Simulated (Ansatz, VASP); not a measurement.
# One calculation of W, two programs

```
W
1.0
    -1.56791    1.56791    1.56791
     1.56791   -1.56791    1.56791
     1.56791    1.56791   -1.56791
W
1
Direct
  0.00000 0.00000 0.00000
```

Alike in both runs: functional LDA; k mesh 18 × 18 × 18; occupations fermi-dirac, width 0.05 eV; no spin polarisation.

Ansatz relaxed the structure, and its values are those at the end. VASP's run is a single point on that final structure, the one shown.

```csv
,VASP,Ansatz
version,VASP 6.6.1,Ansatz 0.2.0
potentials or method,"VASP PAW LDA potentials, release 64 (W_sv), cutoff 520 eV","all-electron LAPW, scalar-relativistic"
```

VASP gave:

| Item | Value |
| --- | --- |
| pressure (GPa) | 2.0 |

Problem. Which values does Ansatz return?

Solution. Pressure (GPa): 0.0.

LDA's correlation is that of Perdew and Zunger in VASP and of Perdew and Wang (1992) in Ansatz. Ansatz ran all-electron here, and VASP with PAW potentials.

Neither program's run includes spin-orbit coupling.
